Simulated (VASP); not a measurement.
CsGe2:

```xyz
6
Lattice="5.6760 0.0000 0.0000 0.0000 5.6760 0.0000 0.0000 0.0000 5.6760" Properties=species:S:1:pos:R:3 pbc="T T T"
Cs    0.0000    0.0000    0.0000
Cs    2.8380    2.8380    2.8380
Ge    1.4190    1.4190    1.4190
Ge    1.4190    4.2570    4.2570
Ge    4.2570    4.2570    1.4190
Ge    4.2570    1.4190    4.2570
```

```yaml
Program: VASP 6.6.1
Task: relaxation of cell and atoms
Functional: PBE
Potentials_or_basis: VASP PAW PBE potentials, release 64 (Cs_sv, Ge_d)
Cutoff: 600 eV
k_mesh: 4 × 4 × 4
Occupations: gaussian, width 0.1 eV
Spin: no spin polarisation
```

At the start: pressure 20.4 GPa; volume 30.48 Å³/atom.

**Question.** How do energy, volume and symmetry change on relaxing?

**Answer.** Over 5 steps the energy falls by 996.4 meV/atom and the volume is 68.97 Å³/atom (+126.3 %); space group Pn-3m (No. 224, to 0.1 Å) before and after.

Step by step:
```csv
step,energy change (eV),largest force (eV/Å),pressure (GPa),volume (Å³)
1,0.0000,0.0000,20.43,182.87
2,-5.5028,0.0000,1.79,306.22
3,-5.7291,0.0000,1.08,331.89
4,-5.9538,0.0000,0.28,387.46
5,-5.9781,0.0000,0.04,413.83
```

Final structure:
```
Cs Ge
1.0
     7.45205    0.00000    0.00000
     0.00000    7.45205    0.00000
     0.00000    0.00000    7.45205
Cs Ge
2 4
Direct
  0.00000 0.00000 0.00000
  0.50000 0.50000 0.50000
  0.25000 0.25000 0.25000
  0.25000 0.75000 0.75000
  0.75000 0.75000 0.25000
  0.75000 0.25000 0.75000
```

Caveat: the volume moved by over 15 % at a fixed basis, so the end points are rough.
